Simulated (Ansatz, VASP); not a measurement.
**Cs: VASP beside Ansatz**

```
Cs
1.0
     5.30023    0.00000    0.00000
    -2.65011    4.59013    0.00000
     0.00000    0.00000    4.98221
Cs
1
Direct
  0.00000 0.00000 0.00000
```

Alike in both runs: functional PBE; k mesh 8 × 8 × 8; occupations fermi-dirac, width 0.08 eV; no spin polarisation.

Ansatz relaxed the structure, and its values are those at the end. VASP's run is a single point on that final structure, the one shown.

|  | VASP | Ansatz |
| --- | --- | --- |
| version | VASP 6.6.1 | Ansatz 0.2.0 |
| potentials or method | VASP PAW PBE potentials, release 64 (Cs_sv) | PAW with Ansatz's default frozen-core files, scalar-relativistic |
| plane-wave cutoff (eV) | 520 | 420 |
| valence electrons in the cell | 9 | 9 |

```csv
,VASP,Ansatz,Ansatz less VASP
pressure (GPa),0.0,0.0,0.00
```

Spin-orbit coupling is off throughout.
